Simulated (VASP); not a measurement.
# ZnS (R3m) in VASP: further runs

ZnS is run at these levels: PBEsol+U; tasks: single point.

Everything below comes from runs of VASP 6.6.1. Logs are shortened: lines on timing, memory, paths and dates and some standing lists are left out, and cuts for length are marked.

### Step 1. The cell of the first run

It takes space group R3m (No. 160, trigonal). The conventional cell has a = 3.806 Å, b = 3.806 Å, c = 28.056 Å, α = 90.00°, β = 90.00°, γ = 120.00°. Zn (site symmetry 3m) has 4 S at 2.33 to 2.34 Å within 3.1 Å. Zn (site symmetry 3m) has 4 S at 2.33 Å within 3.1 Å. Within 3.1 Å of Zn (site symmetry 3m) lie 4 S at 2.33 to 2.34 Å. S (site symmetry 3m) has 4 Zn at 2.33 to 2.34 Å within 3.1 Å. Within 3.1 Å of S (site symmetry 3m) lie 4 Zn at 2.33 to 2.34 Å. S (site symmetry 3m) has 4 Zn at 2.33 Å within 3.1 Å.

### Step 2. Single point, PBEsol+U

INCAR reads:

```
PREC     = Accurate       # precision mode
ENCUT    = 520            # plane-wave cutoff, eV
EDIFF    = 1E-7           # SCF threshold, eV
ISMEAR   = 0              # smearing method
SIGMA    = 0.01           # smearing width, eV
LREAL    = False          # projectors in reciprocal space
LASPH    = True           # aspherical terms in the spheres
NELM     = 150            # most SCF steps
ALGO     = Normal         # electronic algorithm
ISIF     = 2              # what is computed and relaxed
LWAVE    = False          # write WAVECAR
LCHARG   = False          # write CHGCAR
LDAU     = True           # DFT+U
LDAUTYPE = 2            
LDAUL    = 2 -1           # shell
LDAUU    = 2 0            # U, eV
LDAUJ    = 0 0          
LDAUPRINT= 1            
GGA      = PS             # functional
NBANDS   = 36             # bands
```

KPOINTS reads:

```
regular mesh
0
Gamma
  6 6 6
```

POSCAR reads:

```
ZnS
1.0
    1.9030700000      1.0987400000      9.3519500000
   -1.9030700000      1.0987400000      9.3519500000
    0.0000000000     -2.1974800000      9.3519500000
Zn S
3 3
Direct
    0.9999700000      0.9999700000      0.9999700000
    0.2222700000      0.2222700000      0.2222700000
    0.4446100000      0.4446100000      0.4446100000
    0.0832700000      0.0832700000      0.0832700000
    0.5278400000      0.5278400000      0.5278400000
    0.3053600000      0.3053600000      0.3053600000
```

Potentials or basis: VASP PAW PBE potentials, release 64 (Zn, S).

The run is started by

```console
$ cat potpaw_PBE.64/Zn/POTCAR potpaw_PBE.64/S/POTCAR > POTCAR
$ mpirun -np 1 vasp_std > vasp.out
```

OUTCAR:

```text
PREC = Accurate
   ENCUT = 520
   EDIFF = 1E-7
   ISMEAR = 0
   LREAL = False
   LASPH = True
   NELM = 150
   ISIF = 2
   GGA = PS

 ion  position               nearest neighbor table
   1  1.000  1.000  1.000-   6 2.33   6 2.33   6 2.33   4 2.34
   2  0.222  0.222  0.222-   6 2.33   5 2.33   5 2.33   5 2.33
   3  0.445  0.445  0.445-   4 2.33   4 2.33   4 2.33   5 2.34
   4  0.083  0.083  0.083-   3 2.33   3 2.33   3 2.33   1 2.34
   5  0.528  0.528  0.528-   2 2.33   2 2.33   2 2.33   3 2.34
   6  0.305  0.305  0.305-   2 2.33   1 2.33   1 2.33   1 2.33

  LATTYP: Found a trigonal (rhomboedric) cell.
 ALAT       =     9.6066577859
 COS(alpha) =     0.9215133036

  Lattice vectors:

 A1 = (   1.9030700000,   1.0987400000,   9.3519500000)
 A2 = (  -1.9030700000,   1.0987400000,   9.3519500000)
 A3 = (   0.0000000000,  -2.1974800000,   9.3519500000)

Analysis of symmetry for initial positions (statically):
=====================================================================
 Subroutine PRICEL returns:
 Original cell was already a primitive cell.

 Routine SETGRP: Setting up the symmetry group for a
 trigonal (rhombohedral) supercell.

 Subroutine GETGRP returns: Found  6 space group operations
 (whereof  6 operations were pure point group operations)
 out of a pool of 12 trial point group operations.

The static configuration has the point symmetry C_3v.

Analysis of symmetry for dynamics (positions and initial velocities):
=====================================================================
 Subroutine PRICEL returns:
 Original cell was already a primitive cell.

 Routine SETGRP: Setting up the symmetry group for a
 trigonal (rhombohedral) supercell.

 Subroutine GETGRP returns: Found  6 space group operations
 (whereof  6 operations were pure point group operations)
 out of a pool of 12 trial point group operations.

The dynamic configuration has the point symmetry C_3v.

 Subroutine INISYM returns: Found  6 space group operations
 (whereof  6 operations are pure point group operations),
 and found     1 'primitive' translations

----------------------------------------------------------------------------------------

                                     Primitive cell

  volume of cell :     117.3284

  direct lattice vectors                    reciprocal lattice vectors
     1.903070000  1.098740000  9.351950000     0.262733373  0.151688904  0.035643190
    -1.903070000  1.098740000  9.351950000    -0.262733373  0.151688904  0.035643190
     0.000000000 -2.197480000  9.351950000     0.000000000 -0.303377809  0.035643190

  length of vectors
     9.606657786  9.606657786  9.606658480     0.305464869  0.305464869  0.305464452

  position of ions in fractional coordinates (direct lattice)
     0.999970000  0.999970000  0.999970000
     0.222270000  0.222270000  0.222270000
     0.444610000  0.444610000  0.444610000
     0.083270000  0.083270000  0.083270000
     0.527840000  0.527840000  0.527840000
     0.305360000  0.305360000  0.305360000

  ion indices of the primitive-cell ions
   primitive index   ion index
                 1           1
                 2           2
                 3           3
                 4           4
                 5           5
                 6           6

----------------------------------------------------------------------------------------

[... 30 lines left out ...]
  0.166667  0.166667  0.000000      6.000000
  0.333333  0.166667  0.000000     12.000000
[... 16 lines left out ...]
  0.500000  0.500000  0.166667      6.000000
 -0.333333  0.500000  0.166667     12.000000
 [... further k-points ...]
   k-points           NKPTS =     32   k-points in BZ     NKDIM =     32   number of bands    NBANDS=     36
   number of dos      NEDOS =    301   number of ions     NIONS =      6
   total plane-waves  NPLWV = 373248
   dimension x,y,z NGX =    72 NGY =   72 NGZ =   72
   dimension x,y,z NGXF=   144 NGYF=  144 NGZF=  144
   ions per type =               3   3
   NGX,Y,Z   is equivalent  to a cutoff of  12.46, 12.46, 12.46 a.u.
   NGXF,Y,Z  is equivalent  to a cutoff of  24.92, 24.92, 24.92 a.u.
 SYSTEM =  unknown system
   PREC   = accura    normal or accurate (medium, high low for compatibility)
   ISTART =      0    job   : 0-new  1-cont  2-samecut
   ICHARG =      2    charge: 1-file 2-atom 10-const
   ISPIN  =      1    spin polarized calculation?
   LNONCOLLINEAR =      F non collinear calculations
   LSORBIT =      F    spin-orbit coupling
   LASPH  =      T    aspherical Exc in radial PAW
   ENCUT  =  520.0 eV  38.22 Ry    6.18 a.u.  17.86 17.86 17.86*2*pi/ulx,y,z
   NELM   =    150;   NELMIN=  2; NELMDL= -5     # of ELM steps
   EDIFF  = 0.1E-06   stopping-criterion for ELM
   LREAL  =      F    real-space projection
   EDIFFG = 0.1E-05   stopping-criterion for IOM
   NSW    =      0    number of steps for IOM
   IBRION =     -1    ionic relax: 0-MD 1-quasi-New 2-CG
   NFREE  =      0    steps in history (QN), initial steepest desc. (CG)
   ISIF   =      2    stress and relaxation
   ISYM   =      2    0-nonsym 1-usesym 2-fastsym
   POTIM  = 0.5000    time-step for ionic-motion
   TEBEG  =    0.0;   TEEND  =   0.0 temperature during run
   PSTRESS=    0.0 pullay stress
   NELECT =      54.0000    total number of electrons
   NUPDOWN=      -1.0000    fix difference up-down
   EMIN   =  10.00;   EMAX   =-10.00  energy-range for DOS
   EFERMI =   0.00;   METHOD = LEGACY
   ISMEAR =     0;   SIGMA  =   0.01  broadening in eV -4-tet -1-fermi 0-gaus
   EFERMI_NEDOS =   21; number of points for ismear=-14 and -15
   IALGO  =     38    algorithm
   IMIX   =      4    mixing-type and parameters
     AMIX     =   0.40;   BMIX     =  1.00
     AMIX_MAG =   1.60;   BMIX_MAG =  1.00
  volume/ion in A,a.u.               =      19.55       131.96
  Fermi-wavevector in a.u.,A,eV,Ry     =   1.263975  2.388566 21.737103  1.597632
  Thomas-Fermi vector in A             =   2.397304
   LORBIT       =      0    0 simple, 1 ext, 2 COOP (PROOUT), +10 PAW based schemes
 LDA+U is selected, type is set to LDAUTYPE =  2
   angular momentum for each species LDAUL =     2   -1
   U (eV)           for each species LDAUU =   2.0  0.0
   J (eV)           for each species LDAUJ =   0.0  0.0
   GGA     = PS    functional components
   LHFCALC =     F    Hartree Fock is set to
   AEXX    =    0.0000 exact exchange contribution
   IVDW    =     0    specifies the selected vdW correction
   LEPSILON=     F    determine dielectric tensor
   LRPA    =     F    only Hartree local field effects (RPA)
 non-spin polarized calculation
 Gauss-broadening in eV      SIGMA  =   0.01
  energy-cutoff  :      520.00
  volume of cell :      117.33
 maximum number of plane-waves:      3183
   NGX = 35   NGY = 35   NGZ = 35

atom =   1  type =  1  l = 2

 onsite density matrix

spin component  1
[... 83 lines left out ...]
  o =  0.9790  v =  0.5767  0.0000  0.0000  0.8169 -0.0000  0.0000  0.0000  0.0000  0.0000  0.0000      0.0000  0.0000  0.0000  0.0000  0.0000  0.0000  0.0000  0.0000  0.0000  0.0000
  o =  0.9790  v =  0.0000  0.0000  0.0000  0.0000  0.0000  0.5767  0.0000  0.0000  0.8169 -0.0000      0.0000  0.0000  0.0000  0.0000  0.0000  0.0000  0.0000  0.0000  0.0000  0.0000
  o =  0.9790  v =  0.0000  0.8168 -0.0001  0.0000  0.5769  0.0000  0.0000  0.0000  0.0000  0.0000      0.0000  0.0000  0.0000  0.0000  0.0000  0.0000  0.0000  0.0000  0.0000  0.0000
  o =  0.9790  v =  0.0000  0.0000  0.0000  0.0000  0.0000  0.0000  0.8168 -0.0001  0.0000  0.5769      0.0000  0.0000  0.0000  0.0000  0.0000  0.0000  0.0000  0.0000  0.0000  0.0000
  o =  0.9900  v =  0.0000  0.0000  0.0000  0.0000  0.0000 -0.8169  0.0000  0.0000  0.5767 -0.0000      0.0000  0.0000  0.0000  0.0000  0.0000  0.0000  0.0000  0.0000  0.0000  0.0000
  o =  0.9900  v = -0.8169  0.0000  0.0000  0.5767 -0.0000  0.0000  0.0000  0.0000  0.0000  0.0000      0.0000  0.0000  0.0000  0.0000  0.0000  0.0000  0.0000  0.0000  0.0000  0.0000
  o =  0.9900  v =  0.0000 -0.5766 -0.0271  0.0000  0.8165  0.0000  0.0000  0.0000  0.0000  0.0000      0.0000  0.0000  0.0000  0.0000  0.0000  0.0000  0.0000  0.0000  0.0000  0.0000
  o =  0.9900  v =  0.0000  0.0000  0.0000  0.0000  0.0000  0.0000 -0.5766 -0.0271  0.0000  0.8165      0.0000  0.0000  0.0000  0.0000  0.0000  0.0000  0.0000  0.0000  0.0000  0.0000
  o =  0.9900  v =  0.0000  0.0156 -0.9996  0.0000 -0.0222  0.0000  0.0000  0.0000  0.0000  0.0000      0.0000  0.0000  0.0000  0.0000  0.0000  0.0000  0.0000  0.0000  0.0000  0.0000
  o =  0.9900  v =  0.0000  0.0000  0.0000  0.0000  0.0000  0.0000  0.0156 -0.9996  0.0000 -0.0222      0.0000  0.0000  0.0000  0.0000  0.0000  0.0000  0.0000  0.0000  0.0000  0.0000

 number of electron      53.9999979 magnetization

 Free energy of the ion-electron system (eV)
  ---------------------------------------------------
  ext. energy  EPLUGINS =         0.00000000
  ---------------------------------------------------
  free energy    TOTEN  =       -22.26587029 eV

  energy without entropy =      -22.26587029  energy(sigma->0) =      -22.26587029

 E-fermi :   2.1034     XC(G=0):  -9.8745

 val. band max:        1.9963478616   @ k =   0.0000   0.0000   0.0000
 cond. band min:       4.1904852618   @ k =   0.0000   0.0000   0.0000
 fundamental gap:      2.1941374003
 Fermi energy:         2.1034103031

 k-point     1 :       0.0000    0.0000    0.0000
  band No.  band energies     occupation
      1     -11.1191      2.00000
      2     -10.4592      2.00000
      3     -10.4490      2.00000
      4      -5.0402      2.00000
      5      -5.0310      2.00000
      6      -5.0310      2.00000
[... 925 lines left out ...]
     35       9.5794      0.00000
     36      10.7091      0.00000

 [... further k-points ...]

------------------------ aborting loop because EDIFF is reached ----------------------------------------

  FORCE on cell =-STRESS in cart. coord.  units (eV):
  Direction    XX          YY          ZZ          XY          YZ          ZX
  --------------------------------------------------------------------------------------
  -------------------------------------------------------------------------------------
  Total       -1.2461190     -1.2461236     -1.2608368      0.0000000     -0.0000000      0.0000000
  in kB      -17.0163718    -17.0164345    -17.2173508      0.0000000     -0.0000000      0.0000000
  external PRESSURE =     -17.0833857 kB  Pullay stress =       0.0000000 kB

 VOLUME and BASIS-vectors are now :
 -----------------------------------------------------------------------------
  energy-cutoff  :      520.00
  volume of cell :      117.33
      direct lattice vectors                 reciprocal lattice vectors
     1.903070000  1.098740000  9.351950000     0.262733373  0.151688904  0.035643190
    -1.903070000  1.098740000  9.351950000    -0.262733373  0.151688904  0.035643190
     0.000000000 -2.197480000  9.351950000     0.000000000 -0.303377809  0.035643190

 POSITION                                       TOTAL-FORCE (eV/Angst)
 -----------------------------------------------------------------------------------
      0.00000      0.00000     28.05501         0.000000      0.000000     -0.001334
      0.00000      0.00000      6.23597        -0.000000      0.000000     -0.004323
      0.00000      0.00000     12.47391        -0.000000      0.000000     -0.013336
      0.00000      0.00000      2.33621        -0.000000      0.000000      0.005224
      0.00000      0.00000     14.80900        -0.000000      0.000000      0.002843
      0.00000      0.00000      8.56713        -0.000000      0.000000      0.010926
 -----------------------------------------------------------------------------------
    total drift:                               -0.000000      0.000116      0.000240

  FREE ENERGIE OF THE ION-ELECTRON SYSTEM (eV)
  ---------------------------------------------------
  free  energy   TOTEN  =       -22.2658702945 eV

  energy  without entropy=      -22.2658702945  energy(sigma->0) =      -22.26587029
```

It took 9 min on 1 thread of Intel Xeon 6975P-C (Granite Rapids), shared host; peak memory 0.72 GiB.

Results:

```yaml
Free_energy: -22.2659 eV
Pressure: -1.7 GPa
Largest_force: 0.013 eV/Å
Band_gap_on_the_k_mesh: 2.19 eV
```

Forces on the atoms (eV/Å):
```
Zn   0.000  0.000 -0.001
Zn   0.000  0.000 -0.004
Zn   0.000  0.000 -0.013
S    0.000  0.000  0.005
S    0.000  0.000  0.003
S    0.000  0.000  0.011
```

Levels at points of the mesh, in eV from the valence-band top:
```tsv
k point	band 23	band 24	band 25	band 26	band 27	band 28	band 29	band 30	band 31	band 32
(0.00, 0.00, 0.00)	-0.67	-0.67	-0.06	0.00	0.00	2.19	3.34	3.49	6.36	6.36
(0.50, 0.00, 0.00)	-2.14	-1.91	-1.90	-1.29	-0.86	3.28	3.87	4.03	4.86	5.23
(0.50, 0.50, 0.00)	-2.20	-1.88	-1.25	-1.25	-1.24	3.30	3.59	4.25	4.93	5.77
(0.50, 0.50, 0.50)	-0.87	-0.25	-0.25	-0.23	-0.23	3.18	3.32	3.46	6.27	6.35
```

Eigenvalues of the final occupation matrices:
| site | spin | trace | eigenvalues |
| --- | --- | --- | --- |
| site 1 d | 1 | 4.93 | 0.98 0.98 0.99 0.99 0.99 |
| site 1 d | 2 | 4.93 | 0.98 0.98 0.99 0.99 0.99 |
| site 2 d | 1 | 4.93 | 0.98 0.98 0.99 0.99 0.99 |
| site 2 d | 2 | 4.93 | 0.98 0.98 0.99 0.99 0.99 |
| site 3 d | 1 | 4.93 | 0.98 0.98 0.99 0.99 0.99 |
| site 3 d | 2 | 4.93 | 0.98 0.98 0.99 0.99 0.99 |

Caveat: the PAW data sets were made with another functional, which shifts forces and pressure a little.

### Step 3. Single point, PBEsol+U

INCAR reads:

```
  PREC = Accurate
  ENCUT = 520
  EDIFF = 1E-6
  ISMEAR = 0
  SIGMA = 0.01
  LREAL = False
  LASPH = True
  NELM = 150
  ALGO = Normal
  ISIF = 2
  LWAVE = False
  LCHARG = False
  LDAU = True
  LDAUTYPE = 2
  LDAUL = 2 -1
  LDAUU = 4 0
  LDAUJ = 0 0
  LDAUPRINT = 1
  GGA = PS
  NBANDS = 36
```

KPOINTS reads:

```
Automatic mesh
0
Gamma
  6 6 6
```

POSCAR is that of step 2.

Potentials or basis: VASP PAW PBE potentials, release 64 (Zn, S).

The run is started by

```console
$ cat potpaw_PBE.64/Zn/POTCAR potpaw_PBE.64/S/POTCAR > POTCAR
$ mpirun -np 1 vasp_std > vasp.out
```

Run time: 8.7 min. Hardware: 1 thread of Intel Xeon 6975P-C (Granite Rapids), shared host; peak memory 0.71 GiB.

Results (log left out):

* Free energy: -21.8973 eV
* Pressure: -2.5 GPa
* Largest force: 0.017 eV/Å
* Band gap on the k mesh: 2.32 eV

Forces in eV/Å, atoms in the order of the input:
```
Zn   0.000  0.000 -0.002
Zn   0.000  0.000 -0.008
Zn   0.000  0.000 -0.017
S    0.000  0.000  0.008
S    0.000  0.000  0.006
S    0.000  0.000  0.013
```

Levels at points of the mesh, in eV from the valence-band top:
```
           k point  band 23  band 24  band 25  band 26  band 27  band 28  band 29  band 30  band 31  band 32
(0.00, 0.00, 0.00)    -0.64    -0.64    -0.05     0.00     0.00     2.32     3.46     3.61     6.49     6.49
(0.50, 0.00, 0.00)    -2.08    -1.84    -1.83    -1.24    -0.82     3.36     3.95     4.11     4.94     5.27
(0.50, 0.50, 0.00)    -2.12    -1.83    -1.21    -1.20    -1.19     3.39     3.66     4.34     4.99     5.84
(0.50, 0.50, 0.50)    -0.83    -0.24    -0.24    -0.22    -0.22     3.29     3.44     3.58     6.39     6.46
```

Eigenvalues of the final occupation matrices:
```csv
site,spin,trace,eigenvalues
site 1 d,1,4.95,0.98 0.98 0.99 0.99 0.99
site 1 d,2,4.95,0.98 0.98 0.99 0.99 0.99
site 2 d,1,4.95,0.98 0.98 0.99 0.99 0.99
site 2 d,2,4.95,0.98 0.98 0.99 0.99 0.99
site 3 d,1,4.95,0.98 0.98 0.99 0.99 0.99
site 3 d,2,4.95,0.98 0.98 0.99 0.99 0.99
```

Caveat: the PAW data sets were made with another functional, which shifts forces and pressure a little.
